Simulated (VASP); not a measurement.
# GaSb (F-43m) in VASP: further runs

The runs below take GaSb through single point, with PBEsol.

All numbers are computed with VASP 6.6.1; they aren't measurements. Logs are shortened: lines on timing, memory, paths and dates and some standing lists are left out, and cuts for length are marked.

## Step 1: The cell of the first run

It takes space group F-43m (No. 216, cubic). The conventional cell has a = 5.449 Å, b = 5.449 Å, c = 5.449 Å, α = 90.00°, β = 90.00°, γ = 90.00°. Ga (site symmetry -43m) has 4 Sb at 2.36 Å within 3.1 Å. Within 3.1 Å of Sb (site symmetry -43m) lie 4 Ga at 2.36 Å.

## Step 2: Single point, PBEsol (N replaced by Sb, lengths x 1.211, strained)

File INCAR:

```
PREC     = Accurate       # precision mode
ENCUT    = 520            # plane-wave cutoff, eV
EDIFF    = 1E-6           # SCF threshold, eV
ISMEAR   = 0              # smearing method
SIGMA    = 0.01           # smearing width, eV
LREAL    = F              # projectors in reciprocal space
LASPH    = T              # aspherical terms in the spheres
NELM     = 100            # most SCF steps
ALGO     = Normal         # electronic algorithm
ISIF     = 2              # what is computed and relaxed
LWAVE    = F              # write WAVECAR
LCHARG   = T              # write CHGCAR
GGA      = PS             # functional
LELF     = T              # ELF
LVHAR    = T            
NBANDS   = 16             # bands
```

File KPOINTS:

```
regular mesh
0
Gamma
  12 12 12
```

File POSCAR:

```
GaSb
1.0
    0.0000000000      2.7243466274      2.7243466274
    2.7243466274      0.0000000000      2.7243466274
    2.7243466274      2.7243466274      0.0000000000
Ga Sb
1 1
Direct
    0.0000000000      0.0000000000      0.0000000000
    0.7500000000      0.7500000000      0.7500000000
```

Potentials or basis: VASP PAW PBE potentials, release 64 (Ga_d, Sb).

Run with:

```console
$ cat potpaw_PBE.64/Ga_d/POTCAR potpaw_PBE.64/Sb/POTCAR > POTCAR
$ mpirun -np 1 vasp_std > vasp.out
```

OUTCAR:

```text
PREC = Accurate
   ENCUT = 520
   EDIFF = 1E-6
   ISMEAR = 0
   LREAL = F
   LASPH = T
   NELM = 100
   ISIF = 2
   GGA = PS

 ion  position               nearest neighbor table
   1  0.000  0.000  0.000-   2 2.36   2 2.36   2 2.36   2 2.36
   2  0.750  0.750  0.750-   1 2.36   1 2.36   1 2.36   1 2.36

  LATTYP: Found a face centered cubic cell.
 ALAT       =     5.4486932548

  Lattice vectors:

 A1 = (   0.0000000000,   2.7243466274,   2.7243466274)
 A2 = (   2.7243466274,   0.0000000000,   2.7243466274)
 A3 = (   2.7243466274,   2.7243466274,   0.0000000000)

Analysis of symmetry for initial positions (statically):
=====================================================================
 Subroutine PRICEL returns:
 Original cell was already a primitive cell.

 Routine SETGRP: Setting up the symmetry group for a
 face centered cubic supercell.

 Subroutine GETGRP returns: Found 24 space group operations
 (whereof 24 operations were pure point group operations)
 out of a pool of 48 trial point group operations.

The static configuration has the point symmetry T_d .

Analysis of symmetry for dynamics (positions and initial velocities):
=====================================================================
 Subroutine PRICEL returns:
 Original cell was already a primitive cell.

 Routine SETGRP: Setting up the symmetry group for a
 face centered cubic supercell.

 Subroutine GETGRP returns: Found 24 space group operations
 (whereof 24 operations were pure point group operations)
 out of a pool of 48 trial point group operations.

The dynamic configuration has the point symmetry T_d .

 Subroutine INISYM returns: Found 24 space group operations
 (whereof 24 operations are pure point group operations),
 and found     1 'primitive' translations

----------------------------------------------------------------------------------------

                                     Primitive cell

  volume of cell :      40.4406

  direct lattice vectors                    reciprocal lattice vectors
     0.000000000  2.724346627  2.724346627    -0.183530244  0.183530244  0.183530244
     2.724346627  0.000000000  2.724346627     0.183530244 -0.183530244  0.183530244
     2.724346627  2.724346627  0.000000000     0.183530244  0.183530244 -0.183530244

  length of vectors
     3.852807949  3.852807949  3.852807949     0.317883707  0.317883707  0.317883707

  position of ions in fractional coordinates (direct lattice)
     0.000000000  0.000000000  0.000000000
     0.750000000  0.750000000  0.750000000

  ion indices of the primitive-cell ions
   primitive index   ion index
                 1           1
                 2           2

----------------------------------------------------------------------------------------

 KPOINTS: regular mesh

Automatic generation of k-mesh.
 Grid dimensions read from file:
 generate k-points for:   12   12   12

 Generating k-lattice:

  Cartesian coordinates                     Fractional coordinates (reciprocal lattice)
    -0.015294187  0.015294187  0.015294187     0.083333333  0.000000000  0.000000000
     0.015294187 -0.015294187  0.015294187     0.000000000  0.083333333  0.000000000
     0.015294187  0.015294187 -0.015294187     0.000000000  0.000000000  0.083333333

  Length of vectors
     0.026490309  0.026490309  0.026490309

  Shift w.r.t. Gamma in fractional coordinates (k-lattice)
     0.000000000  0.000000000  0.000000000

 Subroutine IBZKPT returns following result:
 ===========================================

 Found     72 irreducible k-points:

 Following reciprocal coordinates:
            Coordinates               Weight
  0.000000  0.000000  0.000000      1.000000
  0.083333  0.000000  0.000000      8.000000
  0.166667  0.000000  0.000000      8.000000
  0.250000  0.000000  0.000000      8.000000
  0.333333  0.000000  0.000000      8.000000
  0.416667  0.000000  0.000000      8.000000
[... 16 lines left out ...]
  0.500000  0.166667  0.000000     24.000000
 -0.416667  0.166667  0.000000     24.000000
 [... further k-points ...]
   k-points           NKPTS =     72   k-points in BZ     NKDIM =     72   number of bands    NBANDS=     16
   number of dos      NEDOS =    301   number of ions     NIONS =      2
   total plane-waves  NPLWV =  27000
   dimension x,y,z NGX =    30 NGY =   30 NGZ =   30
   dimension x,y,z NGXF=    60 NGYF=   60 NGZF=   60
   ions per type =               1   1
   NGX,Y,Z   is equivalent  to a cutoff of  12.94, 12.94, 12.94 a.u.
   NGXF,Y,Z  is equivalent  to a cutoff of  25.89, 25.89, 25.89 a.u.
 SYSTEM =  unknown system
   PREC   = accura    normal or accurate (medium, high low for compatibility)
   ISTART =      0    job   : 0-new  1-cont  2-samecut
   ICHARG =      2    charge: 1-file 2-atom 10-const
   ISPIN  =      1    spin polarized calculation?
   LNONCOLLINEAR =      F non collinear calculations
   LSORBIT =      F    spin-orbit coupling
   LASPH  =      T    aspherical Exc in radial PAW
   ENCUT  =  520.0 eV  38.22 Ry    6.18 a.u.   7.16  7.16  7.16*2*pi/ulx,y,z
   NELM   =    100;   NELMIN=  2; NELMDL= -5     # of ELM steps
   EDIFF  = 0.1E-05   stopping-criterion for ELM
   LREAL  =      F    real-space projection
   EDIFFG = 0.1E-04   stopping-criterion for IOM
   NSW    =      0    number of steps for IOM
   IBRION =     -1    ionic relax: 0-MD 1-quasi-New 2-CG
   NFREE  =      0    steps in history (QN), initial steepest desc. (CG)
   ISIF   =      2    stress and relaxation
   ISYM   =      2    0-nonsym 1-usesym 2-fastsym
   POTIM  = 0.5000    time-step for ionic-motion
   TEBEG  =    0.0;   TEEND  =   0.0 temperature during run
   PSTRESS=    0.0 pullay stress
   NELECT =      18.0000    total number of electrons
   NUPDOWN=      -1.0000    fix difference up-down
   EMIN   =  10.00;   EMAX   =-10.00  energy-range for DOS
   EFERMI =   0.00;   METHOD = LEGACY
   ISMEAR =     0;   SIGMA  =   0.01  broadening in eV -4-tet -1-fermi 0-gaus
   EFERMI_NEDOS =   21; number of points for ismear=-14 and -15
   IALGO  =     38    algorithm
   IMIX   =      4    mixing-type and parameters
     AMIX     =   0.40;   BMIX     =  1.00
     AMIX_MAG =   1.60;   BMIX_MAG =  1.00
  volume/ion in A,a.u.               =      20.22       136.45
  Fermi-wavevector in a.u.,A,eV,Ry     =   1.249952  2.362067 21.257467  1.562380
  Thomas-Fermi vector in A             =   2.383969
   LORBIT       =      0    0 simple, 1 ext, 2 COOP (PROOUT), +10 PAW based schemes
   GGA     = PS    functional components
   LHFCALC =     F    Hartree Fock is set to
   AEXX    =    0.0000 exact exchange contribution
   IVDW    =     0    specifies the selected vdW correction
   LEPSILON=     F    determine dielectric tensor
   LRPA    =     F    only Hartree local field effects (RPA)
 non-spin polarized calculation
 Gauss-broadening in eV      SIGMA  =   0.01
  energy-cutoff  :      520.00
  volume of cell :       40.44
 maximum number of plane-waves:      1113
 NGX is ok and might be reduce to    30
   NGX = 15   NGY = 15   NGZ = 15

 number of electron      17.9999989 magnetization

 Free energy of the ion-electron system (eV)
  ---------------------------------------------------
  ext. energy  EPLUGINS =         0.00000000
  ---------------------------------------------------
  free energy    TOTEN  =        -6.64030548 eV

  energy without entropy =       -6.64030543  energy(sigma->0) =       -6.64030546

 E-fermi :   9.1065     XC(G=0): -10.8676

 val. band max:        9.0819518655   @ k =   0.0000   0.0000   0.0000
 cond. band min:       9.1322927240   @ k =   0.4167   0.4167   0.0000
 fundamental gap:      0.0503408585
 Fermi energy:         9.1064785636

 k-point     1 :       0.0000    0.0000    0.0000
  band No.  band energies     occupation
      1      -7.1209      2.00000
      2      -7.1209      2.00000
      3      -7.1209      2.00000
      4      -6.9874      2.00000
      5      -6.9874      2.00000
      6      -5.4749      2.00000
[... 8 lines left out ...]
     15      18.3260      0.00000
     16      18.3260      0.00000

 k-point     2 :       0.0833    0.0000    0.0000
  band No.  band energies     occupation
      1      -7.1307      2.00000
      2      -7.1183      2.00000
      3      -7.1183      2.00000
      4      -6.9880      2.00000
      5      -6.9880      2.00000
      6      -5.3656      2.00000
[... 8 lines left out ...]
     15      17.3300      0.00000
     16      17.3300      0.00000

 k-point     3 :       0.1667    0.0000    0.0000
  band No.  band energies     occupation
      1      -7.1549      2.00000
      2      -7.1112      2.00000
      3      -7.1112      2.00000
      4      -6.9893      2.00000
      5      -6.9893      2.00000
      6      -5.0444      2.00000
[... 8 lines left out ...]
     15      16.7018      0.00000
     16      16.7018      0.00000

 k-point     4 :       0.2500    0.0000    0.0000
  band No.  band energies     occupation
      1      -7.1838      2.00000
      2      -7.1023      2.00000
      3      -7.1023      2.00000
      4      -6.9902      2.00000
      5      -6.9902      2.00000
      6      -4.5290      2.00000
[... 8 lines left out ...]
     15      16.7767      0.00000
     16      16.7767      0.00000
[... 324 lines left out ...]
 k-point    22 :       0.4167    0.1667    0.0000
  band No.  band energies     occupation
      1      -7.2270      2.00000
      2      -7.0840      2.00000
      3      -7.0774      2.00000
      4      -7.0040      2.00000
      5      -6.9859      2.00000
      6      -3.2587      2.00000
[... 8 lines left out ...]
     15      19.9664      0.00000
     16      20.3440      0.00000

 k-point    23 :       0.5000    0.1667    0.0000
  band No.  band energies     occupation
      1      -7.2358      2.00000
      2      -7.0825      2.00000
      3      -7.0754      2.00000
      4      -7.0001      2.00000
      5      -6.9877      2.00000
      6      -2.5942      2.00000
[... 8 lines left out ...]
     15      20.1015      0.00000
     16      20.4168      0.00000

 k-point    24 :      -0.4167    0.1667    0.0000
  band No.  band energies     occupation
      1      -7.2360      2.00000
      2      -7.0825      2.00000
      3      -7.0770      2.00000
      4      -6.9959      2.00000
      5      -6.9908      2.00000
      6      -2.4643      2.00000
[... 8 lines left out ...]
     15      18.4671      0.00000
     16      19.0862      0.00000

 [... further k-points ...]

------------------------ aborting loop because EDIFF is reached ----------------------------------------

  FORCE on cell =-STRESS in cart. coord.  units (eV):
  Direction    XX          YY          ZZ          XY          YZ          ZX
  --------------------------------------------------------------------------------------
  -------------------------------------------------------------------------------------
  Total       10.0985112     10.0985112     10.0985112      0.0000000      0.0000000      0.0000000
  in kB      400.0836923    400.0836923    400.0836923      0.0000000      0.0000000      0.0000000
  external PRESSURE =     400.0836923 kB  Pullay stress =       0.0000000 kB

 VOLUME and BASIS-vectors are now :
 -----------------------------------------------------------------------------
  energy-cutoff  :      520.00
  volume of cell :       40.44
      direct lattice vectors                 reciprocal lattice vectors
     0.000000000  2.724346627  2.724346627    -0.183530244  0.183530244  0.183530244
     2.724346627  0.000000000  2.724346627     0.183530244 -0.183530244  0.183530244
     2.724346627  2.724346627  0.000000000     0.183530244  0.183530244 -0.183530244

 POSITION                                       TOTAL-FORCE (eV/Angst)
 -----------------------------------------------------------------------------------
      0.00000      0.00000      0.00000         0.000000     -0.000000      0.000000
      4.08652      4.08652      4.08652        -0.000000      0.000000     -0.000000
 -----------------------------------------------------------------------------------
    total drift:                                0.000001      0.000001      0.000001

  FREE ENERGIE OF THE ION-ELECTRON SYSTEM (eV)
  ---------------------------------------------------
  free  energy   TOTEN  =        -6.6403054812 eV

  energy  without entropy=       -6.6403054323  energy(sigma->0) =       -6.64030546
```

Run time: 29 s. Hardware: 1 thread of Intel Xeon 6975P-C (Granite Rapids), shared host; peak memory 0.2 GiB.

Results:

```yaml
Free_energy: -6.6403 eV
Pressure: 40.0 GPa
Band_gap_on_the_k_mesh: 0.05 eV, indirect (least direct gap 2.50 eV)
```

Caveat: the cell differs from its parent crystal (N replaced by Sb, lengths x 1.211, strained); the PAW data sets were made with another functional, which shifts forces and pressure a little; spin-orbit coupling is left out, which moves the levels of the heavy elements.

## Step 3: Single point, PBEsol (N replaced by Sb, lengths x 1.211, strained)

File INCAR:

```
PREC     = Accurate       # precision mode
ENCUT    = 500            # plane-wave cutoff, eV
EDIFF    = 1E-6           # SCF threshold, eV
ISMEAR   = 0              # smearing method
SIGMA    = 0.1            # smearing width, eV
LREAL    = F              # projectors in reciprocal space
LASPH    = T              # aspherical terms in the spheres
NELM     = 120            # most SCF steps
ALGO     = Normal         # electronic algorithm
ISIF     = 2              # what is computed and relaxed
LWAVE    = F              # write WAVECAR
LCHARG   = F              # write CHGCAR
GGA      = PS             # functional
NBANDS   = 16             # bands
GGA_COMPAT= F
```

File KPOINTS:

```
regular mesh
0
Gamma
  6 6 6
```

POSCAR is that of step 2.

Potentials or basis: VASP PAW PBE potentials, release 64 (Ga_d, Sb).

Run with:

```console
$ cat potpaw_PBE.64/Ga_d/POTCAR potpaw_PBE.64/Sb/POTCAR > POTCAR
$ mpirun -np 1 vasp_std > vasp.out
```

Wall time 12 s (1 thread of Intel Xeon 6975P-C, shared host); peak memory 0.16 GiB.

It converged, with:

```
Free energy            : -6.6050 eV
Pressure               : 40.1 GPa
Band gap on the k mesh : 0.15 eV, indirect (least direct gap 2.50 eV)
```

Levels at points of the mesh, in eV from the valence-band top:
```tsv
k point	band 6	band 7	band 8	band 9	band 10	band 11	band 12	band 13
(0.00, 0.00, 0.00)	-14.56	0.00	0.00	0.00	2.50	2.50	2.50	2.72
(0.50, 0.00, 0.00)	-11.83	-8.71	-1.87	-1.87	1.21	3.51	3.51	5.71
(0.50, 0.50, 0.00)	-10.42	-8.86	-4.13	-4.13	0.15	0.28	11.02	11.02
```

Caveat: the cell differs from its parent crystal (N replaced by Sb, lengths x 1.211, strained); the PAW data sets were made with another functional, which shifts forces and pressure a little; spin-orbit coupling is left out, which moves the levels of the heavy elements.
